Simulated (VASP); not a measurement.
Input of a VASP 6.6.1 run:

The input INCAR:

```
ALGO = Normal ; EDIFF = 1E-7
ENCUT = 520 ; GGA = PS
ISIF = 2 ; ISMEAR = 0
LASPH = True ; LCHARG = True
LELF = True ; LREAL = False
LVHAR = True ; LWAVE = False
NBANDS = 14 ; NELM = 60
PREC = Accurate ; SIGMA = 0.05
```

Contents of KPOINTS:

```
k-points
0
Gamma
  6 6 6
```

POSCAR

```
NaI
1.0
    0.0000000000      3.2849460000      3.2849460000
    3.2849460000      0.0000000000      3.2849460000
    3.2849460000      3.2849460000      0.0000000000
Na I
1 1
Direct
    0.0000000000      0.0000000000      0.0000000000
    0.5000000000      0.5000000000      0.5000000000
```

Potentials or basis: VASP PAW PBE potentials, release 64 (Na_pv, I).

The run is started by

```sh
$ cat potpaw_PBE.64/Na_pv/POTCAR potpaw_PBE.64/I/POTCAR > POTCAR
$ mpirun -np 1 vasp_std > vasp.out
```

Task: What does it give for the pressure?

Result: -1.1 GPa.

Task: Estimate the band gap on the k mesh.

Result: 3.40 eV, direct.

Caveat: the cell differs from its parent crystal (strain +0.015 along x and y, +0.015 along z); the PAW data sets were made with another functional, which shifts forces and pressure a little; spin-orbit coupling is left out, which moves the levels of the heavy elements.
